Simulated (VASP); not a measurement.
A run of VASP 6.6.1:

Contents of INCAR:

```
ALGO = Normal ; EDIFF = 1E-7
ENCUT = 520 ; GGA = PS
ISIF = 2 ; ISMEAR = -1
LASPH = True ; LCHARG = False
LREAL = False ; LWAVE = False
NBANDS = 13 ; NELM = 60
PREC = Accurate ; SIGMA = 0.2
```

File KPOINTS:

```
k-points
0
Gamma
  12 12 11
```

The input POSCAR:

```
Ge
1.0
    1.3588515060     -2.5292328040      0.0000000000
    1.3588515060      2.5292328040      0.0000000000
    0.0000000000      0.0000000000      2.6242693212
Ge
1
Direct
    0.5000000000      0.5000000000      0.0000000000
```

Potentials or basis: VASP PAW PBE potentials, release 64 (Ge_d).

Command:

```sh
$ cat potpaw_PBE.64/Ge_d/POTCAR > POTCAR
$ mpirun -np 1 vasp_std > vasp.out
```

Hardware: 1 thread of Intel(R) Xeon(R) Platinum 8559C (Emerald Rapids), on a shared host.

Problem. How long does it take, and how much memory?

Solution. Wall time 22 s on 1 thread of Intel(R) Xeon(R) Platinum 8559C (Emerald Rapids), with other jobs on the host, peak memory 0.17 GiB. Counts: scf iterations 10, k points 258.
